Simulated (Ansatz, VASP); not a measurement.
Given: the input of a run of VASP 6.6.1 on MgS.

The input INCAR:

```
SYSTEM = MgS
  PREC = Accurate
  ENCUT = 600
  EDIFF = 1E-7
  ISMEAR = -1
  SIGMA = 0.05
  LREAL = .FALSE.
  LASPH = .TRUE.
  NELM = 80
  ALGO = Normal
  ISIF = 3
  LWAVE = .FALSE.
  LCHARG = .FALSE.
  GGA = PS
  IBRION = 2
  NSW = 60
  EDIFFG = -0.01
```

Contents of KPOINTS:

```
regular mesh
0
G
  8 8 8
  0 0 0
```

POSCAR

```
MgS
1.0
    0.0000000000      2.8331200468      2.8331200468
    2.8331200468      0.0000000000      2.8331200468
    2.8331200468      2.8331200468      0.0000000000
S Mg
1 1
Direct
    0.2500000000      0.2500000000      0.2500000000
    0.0000000000      0.0000000000      0.0000000000
```

Potentials or basis: VASP PAW PBE potentials, release 64 (S, Mg).

Launch:

```sh
$ cat potpaw_PBE.64/S/POTCAR potpaw_PBE.64/Mg/POTCAR > POTCAR
$ mpirun -np 1 vasp_std > vasp.out
```

Q: Translate it to Ansatz 0.2.0. Potentials there: Ansatz PAW.

A: As run (the cutoff follows the program's own potentials):

Contents of input.yaml:

```yaml
crystal:
  lattice:
    - [0.0, 2.8331200468, 2.8331200468]
    - [2.8331200468, 0.0, 2.8331200468]
    - [2.8331200468, 2.8331200468, 0.0]
  atoms:
    - { symbol: S, position: [0.25, 0.25, 0.25] }
    - { symbol: Mg, position: [0.0, 0.0, 0.0] }
hamiltonian:
  xc: pbesol
  pseudopotentials: { kind: paw }
kpoints:
  mp_grid: { grid: [8, 8, 8] }
scf:
  occupations: { method: fermi_dirac, width: 0.05 }
output:
  forces: true
  stress: true
  eigenvalues: true
relax:
  f_tol: 0.01
  max_steps: 40
  cell: { stress_tol: 0.05 }
```

Potentials or basis: Ansatz PAW.

Launch:

```sh
$ ansatz run input.yaml --threads 2 --pin off --max-ram 5632MiB --backend cpu --events-out ev --progress --plain --runs-dir out
```

Both were run:

|  | VASP | Ansatz | Ansatz less VASP |
| --- | --- | --- | --- |
| gap on the k mesh at the Fermi level, each at its own relaxed structure (eV) | 3.33 | 3.32 | -0.008 |
| relaxed volume (Å³/atom) | 22.54 | 22.57 | +0.026 |
| relaxed cell length with the largest relative difference (Å) | 3.995 | 3.996 | +0.0015 |

VASP's potentials were made for PBE, not for PBEsol. VASP's potentials hold 8 valence electrons a cell and Ansatz's 16, so a difference there can come from the potentials and not from the codes.

Noted on Ansatz's run: the plane-wave basis is chosen anew once the cell has moved, so the energies of steps on either side of that aren't comparable.
